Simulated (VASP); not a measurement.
# HfTi2S4 (P4/mmm) in VASP: relaxation of cell and atoms with PBE

Aim: the relaxation of cell and atoms of HfTi2S4 with PBE.

All numbers are computed with VASP 6.6.1; they aren't measurements. Logs are shortened: lines on timing, memory, paths and dates and some standing lists are left out, and cuts for length are marked.

## (1) The cell of the first run

The structure is tetragonal, space group P4/mmm (No. 123). Conventional cell: a = 5.140 Å, b = 5.140 Å, c = 5.140 Å, α = 90.00°, β = 90.00°, γ = 90.00°. Within 3.4 Å of Hf (site symmetry 4/mmm) lie 6 S at 2.57 Å. Ti (site symmetry mmm) has 6 S at 2.57 Å within 3.4 Å. S (site symmetry 4/mmm) has 2 Hf at 2.57 Å and 4 Ti at 2.57 Å within 3.4 Å. Within 3.4 Å of S (site symmetry mmm) lie 2 Hf at 2.57 Å and 2 Ti at 2.57 Å. S (site symmetry 4/mmm) has 4 Ti at 2.57 Å within 3.4 Å.

## (2) Relaxation of cell and atoms, PBE, collinear spin

Contents of INCAR:

```
ALGO = Normal ; EDIFF = 1E-7
EDIFFG = -0.08 ; ENCUT = 500
GGA = PE ; GGA_COMPAT = False
IBRION = 2 ; ISIF = 3
ISMEAR = 0 ; ISPIN = 2
LASPH = True ; LCHARG = False
LMAXMIX = 4 ; LORBIT = 11
LREAL = False ; LWAVE = False
MAGMOM = 0 1 1 0 0 0 0 ; NELM = 200
NELMIN = 4 ; NSW = 36
PREC = Accurate ; SIGMA = 0.15
```

Contents of KPOINTS:

```
k-points
0
Gamma
  3 3 3
```

Contents of POSCAR:

```
HfTi2S4
1.0
    5.1400000000      0.0000000000      0.0000000000
    0.0000000000      5.1400000000      0.0000000000
    0.0000000000      0.0000000000      5.1400000000
Hf Ti S
1 2 4
Direct
    0.5000000000      0.5000000000      0.0000000000
    0.0000000000      0.5000000000      0.5000000000
    0.5000000000      0.0000000000      0.5000000000
    0.5000000000      0.5000000000      0.5000000000
    0.0000000000      0.5000000000      0.0000000000
    0.5000000000      0.0000000000      0.0000000000
    0.0000000000      0.0000000000      0.5000000000
```

Potentials or basis: VASP PAW PBE potentials, release 64 (Hf_pv, Ti_sv, S).

On the command line:

```
$ cat potpaw_PBE.64/Hf_pv/POTCAR potpaw_PBE.64/Ti_sv/POTCAR potpaw_PBE.64/S/POTCAR > POTCAR
$ mpirun -np 1 vasp_std > vasp.out
```

OUTCAR:

```text
EDIFF = 1E-7
   EDIFFG = -0.08
   ENCUT = 500
   GGA = PE
   IBRION = 2
   ISIF = 3
   ISMEAR = 0
   ISPIN = 2
   LASPH = True
   LORBIT = 11
   LREAL = False
   NELM = 200
   NELMIN = 4
   NSW = 36
   PREC = Accurate

 ion  position               nearest neighbor table
   1  0.500  0.500  0.000-   4 2.57   5 2.57   6 2.57   4 2.57   6 2.57   5 2.57
   2  0.000  0.500  0.500-   4 2.57   5 2.57   7 2.57   5 2.57   7 2.57   4 2.57
   3  0.500  0.000  0.500-   4 2.57   6 2.57   7 2.57   6 2.57   4 2.57   7 2.57
   4  0.500  0.500  0.500-   1 2.57   2 2.57   3 2.57   1 2.57   3 2.57   2 2.57
   5  0.000  0.500  0.000-   1 2.57   2 2.57   2 2.57   1 2.57
   6  0.500  0.000  0.000-   1 2.57   3 2.57   3 2.57   1 2.57
   7  0.000  0.000  0.500-   2 2.57   3 2.57   2 2.57   3 2.57

  LATTYP: Found a simple cubic cell.
 ALAT       =     5.1400000000

  Lattice vectors:

 A1 = (   5.1400000000,   0.0000000000,   0.0000000000)
 A2 = (   0.0000000000,   5.1400000000,   0.0000000000)
 A3 = (   0.0000000000,   0.0000000000,   5.1400000000)

Analysis of symmetry for initial positions (statically):
=====================================================================
 Subroutine PRICEL returns:
 Original cell was already a primitive cell.

 Routine SETGRP: Setting up the symmetry group for a
 simple cubic supercell.

 Subroutine GETGRP returns: Found 16 space group operations
 (whereof 16 operations were pure point group operations)
 out of a pool of 48 trial point group operations.

The static configuration has the point symmetry D_4h.

Analysis of symmetry for dynamics (positions and initial velocities):
=====================================================================
 Subroutine PRICEL returns:
 Original cell was already a primitive cell.

 Routine SETGRP: Setting up the symmetry group for a
 simple cubic supercell.

 Subroutine GETGRP returns: Found 16 space group operations
 (whereof 16 operations were pure point group operations)
 out of a pool of 48 trial point group operations.

The dynamic configuration has the point symmetry D_4h.

Analysis of structural, dynamic, and magnetic symmetry:
=====================================================================
 Subroutine PRICEL returns:
 Original cell was already a primitive cell.

 Routine SETGRP: Setting up the symmetry group for a
 simple cubic supercell.

 Subroutine GETGRP returns: Found 16 space group operations
 (whereof 16 operations were pure point group operations)
 out of a pool of 48 trial point group operations.

The overall configuration has the point symmetry D_4h.

 Subroutine INISYM returns: Found 16 space group operations
 (whereof 16 operations are pure point group operations),
 and found     1 'primitive' translations

----------------------------------------------------------------------------------------

                                     Primitive cell

  volume of cell :     135.7967

  direct lattice vectors                    reciprocal lattice vectors
     5.140000000  0.000000000  0.000000000     0.194552529  0.000000000  0.000000000
     0.000000000  5.140000000  0.000000000     0.000000000  0.194552529  0.000000000
     0.000000000  0.000000000  5.140000000     0.000000000  0.000000000  0.194552529

  length of vectors
     5.140000000  5.140000000  5.140000000     0.194552529  0.194552529  0.194552529

  position of ions in fractional coordinates (direct lattice)
     0.500000000  0.500000000  0.000000000
     0.000000000  0.500000000  0.500000000
     0.500000000  0.000000000  0.500000000
     0.500000000  0.500000000  0.500000000
     0.000000000  0.500000000  0.000000000
     0.500000000  0.000000000  0.000000000
     0.000000000  0.000000000  0.500000000

  ion indices of the primitive-cell ions
   primitive index   ion index
                 1           1
                 2           2
                 3           3
                 4           4
                 5           5
                 6           6
                 7           7

----------------------------------------------------------------------------------------

 KPOINTS: k-points

Automatic generation of k-mesh.
 Grid dimensions read from file:
 generate k-points for:    3    3    3

 Generating k-lattice:

  Cartesian coordinates                     Fractional coordinates (reciprocal lattice)
     0.064850843  0.000000000  0.000000000     0.333333333  0.000000000  0.000000000
     0.000000000  0.064850843  0.000000000     0.000000000  0.333333333  0.000000000
     0.000000000  0.000000000  0.064850843     0.000000000  0.000000000  0.333333333

  Length of vectors
     0.064850843  0.064850843  0.064850843

  Shift w.r.t. Gamma in fractional coordinates (k-lattice)
     0.000000000  0.000000000  0.000000000

 Subroutine IBZKPT returns following result:
 ===========================================

 Found      6 irreducible k-points:

 Following reciprocal coordinates:
            Coordinates               Weight
  0.000000  0.000000  0.000000      1.000000
  0.333333  0.000000  0.000000      4.000000
  0.000000  0.000000  0.333333      2.000000
  0.333333  0.333333  0.000000      4.000000
  0.000000  0.333333  0.333333      8.000000
  0.333333  0.333333  0.333333      8.000000
   k-points           NKPTS =      6   k-points in BZ     NKDIM =      6   number of bands    NBANDS=     35
   number of dos      NEDOS =    301   number of ions     NIONS =      7
   total plane-waves  NPLWV =  64000
   dimension x,y,z NGX =    40 NGY =   40 NGZ =   40
   dimension x,y,z NGXF=    80 NGYF=   80 NGZF=   80
   ions per type =               1   2   4
   NGX,Y,Z   is equivalent  to a cutoff of  12.94, 12.94, 12.94 a.u.
   NGXF,Y,Z  is equivalent  to a cutoff of  25.87, 25.87, 25.87 a.u.
 SYSTEM =  unknown system
   PREC   = accura    normal or accurate (medium, high low for compatibility)
   ISTART =      0    job   : 0-new  1-cont  2-samecut
   ICHARG =      2    charge: 1-file 2-atom 10-const
   ISPIN  =      2    spin polarized calculation?
   LNONCOLLINEAR =      F non collinear calculations
   LSORBIT =      F    spin-orbit coupling
   LASPH  =      T    aspherical Exc in radial PAW
   ENCUT  =  500.0 eV  36.75 Ry    6.06 a.u.   9.37  9.37  9.37*2*pi/ulx,y,z
   NELM   =    200;   NELMIN=  4; NELMDL= -5     # of ELM steps
   EDIFF  = 0.1E-06   stopping-criterion for ELM
   LREAL  =      F    real-space projection
   EDIFFG = -.8E-01   stopping-criterion for IOM
   NSW    =     36    number of steps for IOM
   IBRION =      2    ionic relax: 0-MD 1-quasi-New 2-CG
   NFREE  =      1    steps in history (QN), initial steepest desc. (CG)
   ISIF   =      3    stress and relaxation
   ISYM   =      2    0-nonsym 1-usesym 2-fastsym
   POTIM  = 0.5000    time-step for ionic-motion
   TEBEG  =    0.0;   TEEND  =   0.0 temperature during run
   PSTRESS=    0.0 pullay stress
   NELECT =      58.0000    total number of electrons
   NUPDOWN=      -1.0000    fix difference up-down
   EMIN   =  10.00;   EMAX   =-10.00  energy-range for DOS
   EFERMI =   0.00;   METHOD = LEGACY
   ISMEAR =     0;   SIGMA  =   0.15  broadening in eV -4-tet -1-fermi 0-gaus
   EFERMI_NEDOS =   21; number of points for ismear=-14 and -15
   IALGO  =     38    algorithm
   IMIX   =      4    mixing-type and parameters
     AMIX     =   0.40;   BMIX     =  1.00
     AMIX_MAG =   1.60;   BMIX_MAG =  1.00
  volume/ion in A,a.u.               =      19.40       130.91
  Fermi-wavevector in a.u.,A,eV,Ry     =   1.232881  2.329807 20.680784  1.519995
  Thomas-Fermi vector in A             =   2.367633
   LORBIT       =     11    0 simple, 1 ext, 2 COOP (PROOUT), +10 PAW based schemes
   GGA     = PE    functional components
   LHFCALC =     F    Hartree Fock is set to
   AEXX    =    0.0000 exact exchange contribution
   IVDW    =     0    specifies the selected vdW correction
   LEPSILON=     F    determine dielectric tensor
   LRPA    =     F    only Hartree local field effects (RPA)
 conjugate gradient relaxation of ions
 spin polarized calculation
 Gauss-broadening in eV      SIGMA  =   0.15
  energy-cutoff  :      500.00
  volume of cell :      135.80
 maximum number of plane-waves:      3483
 NGX is ok and might be reduce to    40
   NGX = 19   NGY = 19   NGZ = 19

--------------------------------------- Ionic step        1  -------------------------------------------

 number of electron      58.0000005 magnetization       0.4520428

 Free energy of the ion-electron system (eV)
  ---------------------------------------------------
  ext. energy  EPLUGINS =         0.00000000
  ---------------------------------------------------
  free energy    TOTEN  =       -50.50102879 eV

  energy without entropy =      -50.41500474  energy(sigma->0) =      -50.45801676

------------------------ aborting loop because EDIFF is reached ----------------------------------------

  FORCE on cell =-STRESS in cart. coord.  units (eV):
  Direction    XX          YY          ZZ          XY          YZ          ZX
  --------------------------------------------------------------------------------------
  -------------------------------------------------------------------------------------
  Total       -6.8812239     -6.8812239     -5.0144910      0.0000000      0.0000000      0.0000000
  in kB      -81.1870782    -81.1870782    -59.1627126      0.0000000      0.0000000      0.0000000
  external PRESSURE =     -73.8456230 kB  Pullay stress =       0.0000000 kB

 VOLUME and BASIS-vectors are now :
 -----------------------------------------------------------------------------
  energy-cutoff  :      500.00
  volume of cell :      135.80
      direct lattice vectors                 reciprocal lattice vectors
     5.140000000  0.000000000  0.000000000     0.194552529  0.000000000  0.000000000
     0.000000000  5.140000000  0.000000000     0.000000000  0.194552529  0.000000000
     0.000000000  0.000000000  5.140000000     0.000000000  0.000000000  0.194552529
[... 56 lines left out ...]
  FREE ENERGIE OF THE ION-ELECTRON SYSTEM (eV)
  ---------------------------------------------------
  free  energy   TOTEN  =       -50.5959978222 eV

  energy  without entropy=      -50.5304499998  energy(sigma->0) =      -50.56322391

--------------------------------------- Ionic step        3  -------------------------------------------

 number of electron      57.9999994 magnetization      -0.0014163

 number of electron      57.9999993 magnetization       0.0003229

 Free energy of the ion-electron system (eV)
  ---------------------------------------------------
  ext. energy  EPLUGINS =         0.00000000
  ---------------------------------------------------
  free energy    TOTEN  =       -50.75244411 eV

  energy without entropy =      -50.68113152  energy(sigma->0) =      -50.71678781

 E-fermi :   7.3370     XC(G=0): -10.7129

 val. band max:        7.3216612312   @ k =   0.3333   0.3333   0.0000
 cond. band min:       7.3445182805   @ k =   0.0000   0.0000   0.0000
 fundamental gap:      0.0228570493
 Fermi energy:         7.3369615371

 spin component 1

 k-point     1 :       0.0000    0.0000    0.0000
  band No.  band energies     occupation
      1     -50.4923      1.00000
      2     -50.4848      1.00000
      3     -26.8055      1.00000
      4     -26.8055      1.00000
      5     -26.7875      1.00000
      6     -26.7760      1.00000
[... 217 lines left out ...]
     34       9.1533      0.00000
     35       9.1865      0.00000
 Fermi energy:         7.3369615371

 spin component 2

 k-point     1 :       0.0000    0.0000    0.0000
  band No.  band energies     occupation
      1     -50.4922      1.00000
      2     -50.4847      1.00000
      3     -26.8054      1.00000
      4     -26.8054      1.00000
      5     -26.7874      1.00000
      6     -26.7759      1.00000
[... 239 lines left out ...]
 POSITION                                       TOTAL-FORCE (eV/Angst)
 -----------------------------------------------------------------------------------
      2.49990      2.49990      0.00000         0.000000     -0.000000      0.000000
     -0.00000      2.49990      2.51891         0.000000     -0.000000      0.000000
      2.49990      0.00000      2.51891        -0.000000      0.000000      0.000000
      2.49990      2.49990      2.51891        -0.000000      0.000000      0.000000
      0.00000      2.49990      0.00000        -0.000000      0.000000      0.000000
      2.49990      0.00000      0.00000        -0.000000      0.000000      0.000000
     -0.00000      0.00000      2.51891        -0.000000      0.000000      0.000000
 -----------------------------------------------------------------------------------
    total drift:                                0.000000      0.000000     -0.000000

  FREE ENERGIE OF THE ION-ELECTRON SYSTEM (eV)
  ---------------------------------------------------
  free  energy   TOTEN  =       -50.7524441133 eV

  energy  without entropy=      -50.6811315156  energy(sigma->0) =      -50.71678781

 reached required accuracy - stopping structural energy minimisation

 total charge

# of ion       s       p       d       tot
------------------------------------------
    1        0.275   6.482   1.628   8.385
    2        2.133   6.108   1.928  10.170
    3        2.133   6.108   1.928  10.170
    4        1.304   2.507   0.000   3.811
    5        1.315   2.479   0.000   3.794
    6        1.315   2.479   0.000   3.794
    7        1.318   2.437   0.000   3.755
--------------------------------------------------
tot          9.793  28.602   5.485  43.879

 magnetization (x)

# of ion       s       p       d       tot
------------------------------------------
    1        0.000   0.000   0.000   0.000
    2        0.000   0.000   0.000   0.000
    3        0.000   0.000   0.000   0.000
    4       -0.000   0.000   0.000   0.000
    5       -0.000  -0.000   0.000  -0.000
    6       -0.000  -0.000   0.000  -0.000
    7       -0.000  -0.000   0.000  -0.000
--------------------------------------------------
tot          0.000  -0.000   0.000   0.000
```

Run time: 4.4 min. Hardware: 1 thread of Oxide Virtual Turin-like, shared host; peak memory 0.27 GiB.

What came out:

```
Free energy                                           : -50.7524 eV
Relaxed volume                                        : 17.99 Å³/atom
Relaxed cell                                          : a = 5.000 Å, b = 5.000 Å, c = 5.038 Å, α = 90.00°, β = 90.00°, γ = 90.00°
Space group after relaxing (to 0.1 Å)                 : P4/mmm (No. 123)
Energy gained by relaxing                             : 35.9 meV/atom
Ionic steps                                           : 3
Pressure after relaxing                               : 0.0 GPa
Band gap on the k mesh                                : zero (filled and empty bands overlap)
Net moment                                            : 0.00 μB per cell
Valence electrons inside the program's atomic spheres : Hf 8.38; Ti 10.17; S 3.81, 3.79, 3.75 (each value once)
```

Stress tensor (GPa, compression positive):
```
-0.23  0.00  0.00
 0.00 -0.23  0.00
 0.00  0.00  0.52
```

Step by step:
| step | energy change (eV) | largest force (eV/Å) | pressure (GPa) | volume (Å³) |
| --- | --- | --- | --- | --- |
| 1 | 0.0000 | 0.0000 | -7.38 | 135.80 |
| 2 | -0.0950 | 0.0000 | 7.53 | 118.96 |
| 3 | -0.2514 | 0.0000 | 0.02 | 125.94 |

Final structure:
```
CELL_PARAMETERS angstrom
4.99979 0.00000 0.00000
0.00000 4.99979 0.00000
0.00000 0.00000 5.03783
ATOMIC_POSITIONS crystal
Hf 0.50000 0.50000 0.00000
Ti 0.00000 0.50000 0.50000
Ti 0.50000 0.00000 0.50000
S 0.50000 0.50000 0.50000
S 0.00000 0.50000 0.00000
S 0.50000 0.00000 0.00000
S 0.00000 0.00000 0.50000
```

Caveat: the k points lie up to 0.42 Å⁻¹ apart in the final cell, too coarse for converged energies and pressures of a metal; spin-orbit coupling is left out, which moves the levels of the heavy elements.

The gap in the log of VASP goes by the Fermi energy; the results here count the filled bands.